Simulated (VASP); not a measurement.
Write the native input for VASP 6.6.1 that does the following.

| Quantity | Value |
| --- | --- |
| Task | single point |
| Functional | PBE |
| Potentials or basis | VASP PAW PBE potentials, release 64 (Ti_sv, C) |
| Cutoff | 600 eV |
| k mesh | 7 × 7 × 7 |
| Occupations | gaussian, width 0.1 eV |
| Spin | no spin polarisation |
| Dipole correction | no |
| Further INCAR settings | ALGO = Normal; EDIFF = 1e-06; NBANDS = 15 |

The structure of TiC lies in POSCAR:

```
TiC
1.0
    0.0000000000      2.1521578289      2.1521578289
    2.1521578289      0.0000000000      2.1521578289
    2.1521578289      2.1521578289      0.0000000000
Ti C
1 1
Direct
    0.0000000000      0.0000000000      0.0000000000
    0.5000000000      0.5000000000      0.5000000000
```

One way to write it, as run:

INCAR

```
PREC     = Accurate       # precision mode
ENCUT    = 600            # plane-wave cutoff, eV
EDIFF    = 1E-6           # SCF threshold, eV
ISMEAR   = 0              # smearing method
SIGMA    = 0.1            # smearing width, eV
LREAL    = F              # projectors in reciprocal space
LASPH    = T              # aspherical terms in the spheres
NELM     = 120            # most SCF steps
ALGO     = Normal         # electronic algorithm
ISIF     = 2              # what is computed and relaxed
LWAVE    = F              # write WAVECAR
LCHARG   = F              # write CHGCAR
GGA      = PE             # functional
NBANDS   = 15             # bands
GGA_COMPAT= F
```

KPOINTS

```
Automatic mesh
0
Gamma
  7 7 7
```

Potentials or basis: VASP PAW PBE potentials, release 64 (Ti_sv, C).

Launch:

```sh
$ cat potpaw_PBE.64/Ti_sv/POTCAR potpaw_PBE.64/C/POTCAR > POTCAR
$ mpirun -np 1 vasp_std > vasp.out
```

It gave:

- Pressure: 5.4 GPa
- Band gap on the k mesh: zero (band 8 reaches 10.33 eV, above the bottom of band 9 at 9.23 eV)

Caveat: the k points lie up to 0.36 Å⁻¹ apart.

It took 5.4 s on 1 thread of Intel(R) Xeon(R) Platinum 8375C CPU @ 2.90GHz (Ice Lake), with other jobs on the host, peak memory 0.14 GiB.
